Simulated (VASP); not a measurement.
# FeO (R-3m) in VASP: single point with LDA+U

Aim: the single point of FeO with LDA+U.

Program: VASP 6.6.1. These are calculated values, not measurements. Logs are shortened: lines on timing, memory, paths and dates and some standing lists are left out, and cuts for length are marked.

## 1. The cell of the first run

It takes space group R-3m (No. 166, trigonal). The conventional cell has a = 3.035 Å, b = 3.035 Å, c = 7.547 Å, α = 90.00°, β = 90.00°, γ = 120.00°. Fe (site symmetry -3m) has 6 O at 2.16 Å within 2.9 Å. Within 2.9 Å of O (site symmetry -3m) lie 6 Fe at 2.16 Å.

## 2. Single point, LDA+U, collinear spin

File INCAR:

```
PREC = Accurate
ENCUT = 700
EDIFF = 1E-6
ISMEAR = 0
SIGMA = 0.05
LREAL = F
LASPH = T
NELM = 200
ALGO = Normal
ISIF = 2
LWAVE = F
LCHARG = T
ISPIN = 2
MAGMOM = 3.21 -0.21
LORBIT = 11
NUPDOWN = 3.0
LMAXMIX = 4
LDAU = T
LDAUTYPE = 2
LDAUL = 2 -1
LDAUU = 8 0
LDAUJ = 0 0
LDAUPRINT = 1
GGA = CA
LELF = T
LVHAR = T
NBANDS = 22
GGA_COMPAT = F
```

File KPOINTS:

```
Automatic mesh
0
Gamma
  8 8 8
```

File POSCAR:

```
FeO
1.0
    1.5176821100      0.8762341800      2.5157945800
   -1.5176821100      0.8762341800      2.5157945800
    0.0000000000     -1.7524683500      2.5157945800
Fe O
1 1
Direct
    0.0000000000      0.0000000000      0.0000000000
    0.5000000000      0.5000000000      0.5000000000
```

Potentials or basis: VASP PAW LDA potentials, release 64 (Fe_sv, O).

The run is started by

```sh
cat potpaw_LDA.64/Fe_sv/POTCAR potpaw_LDA.64/O/POTCAR > POTCAR
mpirun -np 1 vasp_std > vasp.out
```

OUTCAR:

```text
PREC = Accurate
   ENCUT = 700
   EDIFF = 1E-6
   ISMEAR = 0
   LREAL = F
   LASPH = T
   NELM = 200
   ISIF = 2
   ISPIN = 2
   LORBIT = 11
   NUPDOWN = 3.0
   GGA = CA

 ion  position               nearest neighbor table
   1  0.000  0.000  0.000-   2 2.16   2 2.16   2 2.16   2 2.16   2 2.16   2 2.16
   2  0.500  0.500  0.500-   1 2.16   1 2.16   1 2.16   1 2.16   1 2.16   1 2.16

  LATTYP: Found a trigonal (rhomboedric) cell.
 ALAT       =     3.0660019070
 COS(alpha) =     0.5099427872

  Lattice vectors:

 A1 = (   1.5176821100,   0.8762341800,   2.5157945800)
 A2 = (  -1.5176821100,   0.8762341800,   2.5157945800)
 A3 = (   0.0000000000,  -1.7524683500,   2.5157945800)

Analysis of symmetry for initial positions (statically):
=====================================================================
 Subroutine PRICEL returns:
 Original cell was already a primitive cell.

 Routine SETGRP: Setting up the symmetry group for a
 trigonal (rhombohedral) supercell.

 Subroutine GETGRP returns: Found 12 space group operations
 (whereof 12 operations were pure point group operations)
 out of a pool of 12 trial point group operations.

The static configuration has the point symmetry D_3d.

Analysis of symmetry for dynamics (positions and initial velocities):
=====================================================================
 Subroutine PRICEL returns:
 Original cell was already a primitive cell.

 Routine SETGRP: Setting up the symmetry group for a
 trigonal (rhombohedral) supercell.

 Subroutine GETGRP returns: Found 12 space group operations
 (whereof 12 operations were pure point group operations)
 out of a pool of 12 trial point group operations.

The dynamic configuration has the point symmetry D_3d.

Analysis of structural, dynamic, and magnetic symmetry:
=====================================================================
 Subroutine PRICEL returns:
 Original cell was already a primitive cell.

 Routine SETGRP: Setting up the symmetry group for a
 trigonal (rhombohedral) supercell.

 Subroutine GETGRP returns: Found 12 space group operations
 (whereof 12 operations were pure point group operations)
 out of a pool of 12 trial point group operations.

The overall configuration has the point symmetry D_3d.

 Subroutine INISYM returns: Found 12 space group operations
 (whereof 12 operations are pure point group operations),
 and found     1 'primitive' translations

----------------------------------------------------------------------------------------

                                     Primitive cell

  volume of cell :      20.0737

  direct lattice vectors                    reciprocal lattice vectors
     1.517682110  0.876234180  2.515794580     0.329449755  0.190207905  0.132496244
    -1.517682110  0.876234180  2.515794580    -0.329449755  0.190207905  0.132496244
     0.000000000 -1.752468350  2.515794580     0.000000000 -0.380415809  0.132496245

  length of vectors
     3.066001907  3.066001907  3.066001906     0.402829298  0.402829298  0.402829297

  position of ions in fractional coordinates (direct lattice)
     0.000000000  0.000000000  0.000000000
     0.500000000  0.500000000  0.500000000

  ion indices of the primitive-cell ions
   primitive index   ion index
                 1           1
                 2           2

----------------------------------------------------------------------------------------

 KPOINTS: Automatic mesh

Automatic generation of k-mesh.
 Grid dimensions read from file:
 generate k-points for:    8    8    8

 Generating k-lattice:

[... 51 lines left out ...]
 SYSTEM =  unknown system
   PREC   = accura    normal or accurate (medium, high low for compatibility)
   ISTART =      0    job   : 0-new  1-cont  2-samecut
   ICHARG =      2    charge: 1-file 2-atom 10-const
   ISPIN  =      2    spin polarized calculation?
   LNONCOLLINEAR =      F non collinear calculations
   LSORBIT =      F    spin-orbit coupling
   LASPH  =      T    aspherical Exc in radial PAW
   ENCUT  =  700.0 eV  51.45 Ry    7.17 a.u.   6.61  6.61  6.61*2*pi/ulx,y,z
   NELM   =    200;   NELMIN=  2; NELMDL= -5     # of ELM steps
   EDIFF  = 0.1E-05   stopping-criterion for ELM
   LREAL  =      F    real-space projection
[... 7 lines left out ...]
   TEBEG  =    0.0;   TEEND  =   0.0 temperature during run
   PSTRESS=    0.0 pullay stress
   NELECT =      22.0000    total number of electrons
   NUPDOWN=       3.0000    fix difference up-down
   EMIN   =  10.00;   EMAX   =-10.00  energy-range for DOS
   EFERMI =   0.00;   METHOD = LEGACY
   ISMEAR =     0;   SIGMA  =   0.05  broadening in eV -4-tet -1-fermi 0-gaus
   EFERMI_NEDOS =   21; number of points for ismear=-14 and -15
   IALGO  =     38    algorithm
   IMIX   =      4    mixing-type and parameters
     AMIX     =   0.40;   BMIX     =  1.00
     AMIX_MAG =   1.60;   BMIX_MAG =  1.00
  volume/ion in A,a.u.               =      10.04        67.73
  Fermi-wavevector in a.u.,A,eV,Ry     =   1.687874  3.189619 38.761872  2.848917
  Thomas-Fermi vector in A             =   2.770281
   LORBIT       =     11    0 simple, 1 ext, 2 COOP (PROOUT), +10 PAW based schemes
 LDA+U is selected, type is set to LDAUTYPE =  2
   angular momentum for each species LDAUL =     2   -1
   U (eV)           for each species LDAUU =   8.0  0.0
   J (eV)           for each species LDAUJ =   0.0  0.0
   GGA     = CA    functional components
   LHFCALC =     F    Hartree Fock is set to
   AEXX    =    0.0000 exact exchange contribution
   IVDW    =     0    specifies the selected vdW correction
   LEPSILON=     F    determine dielectric tensor
   LRPA    =     F    only Hartree local field effects (RPA)
 spin polarized calculation
 Gauss-broadening in eV      SIGMA  =   0.05
  energy-cutoff  :      700.00
  volume of cell :       20.07
 maximum number of plane-waves:       875
 NGX is ok and might be reduce to    28
   NGX = 13   NGY = 13   NGZ = 13

atom =   1  type =  1  l = 2

 onsite density matrix

spin component  1

  0.8737  0.0000 -0.0000  0.0387 -0.0000
  0.0000  0.8479  0.0000 -0.0000  0.0387
 -0.0000  0.0000  0.9092  0.0000  0.0000
  0.0387 -0.0000  0.0000  0.8479  0.0000
 -0.0000  0.0387  0.0000  0.0000  0.8737

spin component  2

  0.3391  0.0000 -0.0000  0.2904  0.0000
  0.0000  0.3275  0.0000 -0.0000  0.2904
 -0.0000  0.0000  0.0203  0.0000  0.0000
  0.2904 -0.0000  0.0000  0.3275  0.0000
  0.0000  0.2904  0.0000  0.0000  0.3391

 occupancies and eigenvectors

  o =  0.0203  v =  0.0000  0.0000  0.0000  0.0000  0.0000  0.0000 -0.0000 -1.0000  0.0000  0.0000      0.0000  0.0000  0.0000  0.0000  0.0000  0.0000  0.0000  0.0000  0.0000  0.0000
  o =  0.0429  v =  0.0000  0.0000  0.0000  0.0000  0.0000 -0.7000  0.0000 -0.0000  0.7141  0.0000      0.0000  0.0000  0.0000  0.0000  0.0000  0.0000  0.0000  0.0000  0.0000  0.0000
  o =  0.0429  v =  0.0000  0.0000  0.0000  0.0000  0.0000  0.0000 -0.7141  0.0000  0.0000  0.7000      0.0000  0.0000  0.0000  0.0000  0.0000  0.0000  0.0000  0.0000  0.0000  0.0000
  o =  0.6237  v =  0.0000  0.0000  0.0000  0.0000  0.0000  0.0000 -0.7000 -0.0000  0.0000 -0.7141      0.0000  0.0000  0.0000  0.0000  0.0000  0.0000  0.0000  0.0000  0.0000  0.0000
  o =  0.6237  v =  0.0000  0.0000  0.0000  0.0000  0.0000 -0.7141  0.0000  0.0000 -0.7000 -0.0000      0.0000  0.0000  0.0000  0.0000  0.0000  0.0000  0.0000  0.0000  0.0000  0.0000
  o =  0.8200  v = -0.5850  0.0000 -0.0000  0.8110 -0.0000  0.0000  0.0000  0.0000  0.0000  0.0000      0.0000  0.0000  0.0000  0.0000  0.0000  0.0000  0.0000  0.0000  0.0000  0.0000
  o =  0.8200  v =  0.0000 -0.8110 -0.0000  0.0000  0.5850  0.0000  0.0000  0.0000  0.0000  0.0000      0.0000  0.0000  0.0000  0.0000  0.0000  0.0000  0.0000  0.0000  0.0000  0.0000
  o =  0.9016  v =  0.0000  0.5850 -0.0000  0.0000  0.8110  0.0000  0.0000  0.0000  0.0000  0.0000      0.0000  0.0000  0.0000  0.0000  0.0000  0.0000  0.0000  0.0000  0.0000  0.0000
  o =  0.9016  v = -0.8110  0.0000  0.0000 -0.5850  0.0000  0.0000  0.0000  0.0000  0.0000  0.0000      0.0000  0.0000  0.0000  0.0000  0.0000  0.0000  0.0000  0.0000  0.0000  0.0000
  o =  0.9092  v =  0.0000 -0.0000 -1.0000 -0.0000 -0.0000  0.0000  0.0000  0.0000  0.0000  0.0000      0.0000  0.0000  0.0000  0.0000  0.0000  0.0000  0.0000  0.0000  0.0000  0.0000

 number of electron      21.9999993 magnetization       2.9999997

 Free energy of the ion-electron system (eV)
  ---------------------------------------------------
  ext. energy  EPLUGINS =         0.00000000
  ---------------------------------------------------
  free energy    TOTEN  =       -10.94565201 eV

  energy without entropy =      -10.94210923  energy(sigma->0) =      -10.94388062

 E-fermi :   9.2986     XC(G=0): -12.9715

 val. band max:        9.2937634723   @ k =  -0.1250   0.5000   0.1250
 cond. band min:       7.7103812116   @ k =   0.3750   0.3750   0.2500
 fundamental gap:     -1.5833822607
 Fermi energy:         7.6019276041

 spin component 1

 k-point     1 :       0.0000    0.0000    0.0000
  band No.  band energies     occupation
      1     -78.2593      1.00000
      2     -45.2579      1.00000
      3     -44.6327      1.00000
      4     -44.6327      1.00000
      5     -11.0797      1.00000
      6       3.1737      1.00000
[... 1193 lines left out ...]
     21      35.8652      0.00000
     22      37.2819      0.00000

 [... further k-points ...]
[... 5 lines left out ...]
  --------------------------------------------------------------------------------------
  -------------------------------------------------------------------------------------
  Total       -1.9727958     -1.9727958     -2.3218223      0.0000000     -0.0000000     -0.0000000
  in kB     -157.4581998   -157.4582005   -185.3156666      0.0000000     -0.0000002     -0.0000000
  external PRESSURE =    -166.7440223 kB  Pullay stress =       0.0000000 kB

 VOLUME and BASIS-vectors are now :
 -----------------------------------------------------------------------------
  energy-cutoff  :      700.00
  volume of cell :       20.07
      direct lattice vectors                 reciprocal lattice vectors
     1.517682110  0.876234180  2.515794580     0.329449755  0.190207905  0.132496244
    -1.517682110  0.876234180  2.515794580    -0.329449755  0.190207905  0.132496244
     0.000000000 -1.752468350  2.515794580     0.000000000 -0.380415809  0.132496245

 POSITION                                       TOTAL-FORCE (eV/Angst)
 -----------------------------------------------------------------------------------
      0.00000      0.00000      0.00000        -0.000000     -0.000000      0.000000
      0.00000      0.00000      3.77369         0.000000      0.000000     -0.000000
 -----------------------------------------------------------------------------------
    total drift:                                0.000000      0.000000      0.000000

  FREE ENERGIE OF THE ION-ELECTRON SYSTEM (eV)
  ---------------------------------------------------
  free  energy   TOTEN  =       -10.9456520097 eV

  energy  without entropy=      -10.9421092285  energy(sigma->0) =      -10.94388062

 total charge

# of ion       s       p       d       tot
------------------------------------------
    1        2.099   5.990   5.677  13.767
    2        1.544   3.395   0.000   4.939
--------------------------------------------------
tot          3.643   9.386   5.677  18.707

 magnetization (x)

# of ion       s       p       d       tot
------------------------------------------
    1        0.013   0.008   2.988   3.009
    2        0.016  -0.134   0.000  -0.118
--------------------------------------------------
tot          0.028  -0.126   2.988   2.891
```

Run time: 2.3 min. Hardware: 1 thread of Intel Xeon Platinum 8175M at 2.50GHz (Skylake/Cascade Lake), shared host; peak memory 0.19 GiB.

What came out:

```
Free energy                                           : -10.9457 eV
Pressure                                              : -16.7 GPa
Net moment                                            : 3.00 μB per cell
Site moments                                          : Fe +3.01; O -0.12 μB
Valence electrons inside the program's atomic spheres : Fe 13.77; O 4.94
```

Stress tensor (GPa, compression positive):
```
-15.75   0.00   0.00
  0.00 -15.75   0.00
  0.00   0.00 -18.53
```

Eigenvalues of the final occupation matrices:
| site | spin | trace | eigenvalues |
| --- | --- | --- | --- |
| site 1 d | 1 | 4.35 | 0.82 0.82 0.90 0.90 0.91 |
| site 1 d | 2 | 1.35 | 0.02 0.04 0.04 0.62 0.62 |

Caveat: the cell stands under tension; the total moment is fixed, so each spin has its own Fermi level and the state may be an excited one; a cell with one magnetic atom can't hold antiferromagnetic order, which such compounds often take.
